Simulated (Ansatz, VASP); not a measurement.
## Two plane-wave programs on SnO

File POSCAR:

```
SnO
1.0
    3.8136952200      0.0000000000      0.0000000000
    0.0000000000      3.8136952200      0.0000000000
    0.0000000000      0.0000000000      4.8869133000
Sn O
2 2
Direct
    0.5000000000      0.0000000000      0.7646261400
    0.0000000000      0.5000000000      0.2353738600
    0.0000000000      0.0000000000      0.0000000000
    0.5000000000      0.5000000000      0.0000000000
```

The input INCAR.step1:

```
SYSTEM = SnO
ALGO = Normal
EDIFF = 1E-5
ENCUT = 520
GGA = PE
ISIF = 2
ISMEAR = -1
LASPH = .TRUE.
LREAL = .FALSE.
LUSENCCL = .FALSE.
LWAVE = .TRUE.
NBANDS = 28
NELM = 80
PREC = Accurate
SIGMA = 0.05
```

INCAR.step2

```
SYSTEM = SnO
ALGO = Normal
EDIFF = 1E-7
ENCUT = 520
GGA = PE
HFSCREEN = 0.2079
ISIF = 2
ISMEAR = -1
ISTART = 1
LASPH = .TRUE.
LCHARG = .TRUE.
LELF = .TRUE.
LHFCALC = .TRUE.
LREAL = .FALSE.
LUSENCCL = .FALSE.
LVHAR = .TRUE.
LWAVE = .FALSE.
NBANDS = 28
NELM = 80
PREC = Accurate
PRECFOCK = Normal
SIGMA = 0.05
```

KPOINTS

```
k-points
0
G
  4 4 3
  0 0 0
```

The input input.yaml:

```yaml
crystal:
  lattice:
    - [3.81369522, 0.0, 0.0]
    - [0.0, 3.81369522, 0.0]
    - [0.0, 0.0, 4.8869133]
  atoms:
    - { symbol: Sn, position: [0.5, 0.0, 0.76462614] }
    - { symbol: Sn, position: [0.0, 0.5, 0.23537386] }
    - { symbol: O, position: [0.0, 0.0, 0.0] }
    - { symbol: O, position: [0.5, 0.5, 0.0] }
hamiltonian:
  xc: hse06
  pseudopotentials: { kind: paw }
kpoints:
  mp_grid: { grid: [4, 4, 3] }
scf:
  occupations: { method: fermi_dirac, width: 0.05 }
  n_extra_bands: 10
output:
  forces: true
  stress: true
  eigenvalues: true
  dos: { projected: true, de: 0.05 }
```

Alike in both runs: functional HSE06; k mesh 4 × 4 × 3; occupations fermi-dirac, width 0.05 eV; no spin polarisation.

```csv
,VASP,Ansatz
version,VASP 6.6.1,Ansatz 0.2.0
potentials or method,"VASP PAW PBE potentials, release 64 (Sn_d, O)",Ansatz PAW
plane-wave cutoff (eV),520,420
valence electrons in the cell,40,40
task,single point,projected density of states
```

Ansatz gave:

```
gap on the k mesh at the Fermi level (eV)                     : 0.52
least direct gap on the mesh (eV)                             : 2.75
pressure (GPa)                                                : -0.8
traceless stress, the component that is largest in VASP (GPa) : 0.32
rms of the force components (eV/Å)                            : 0.104
```

Q: Estimate VASP's values.

A: gap on the k mesh at the Fermi level (eV): 0.53; least direct gap on the mesh (eV): 2.70; pressure (GPa): -0.5; traceless stress, the component that is largest in VASP (GPa): 0.35; rms of the force components (eV/Å): 0.060.

Atom by atom the forces differ by 0.045 eV/Å (rms over components). The functional is the same, so the differences come from potentials, cutoffs and numerics.

The k mesh is coarse, so the values compare programs but aren't converged. Noted on Ansatz's run: odd divisions of the mesh miss points on the zone boundary, where band edges often lie, so the gap on the mesh can be too wide.
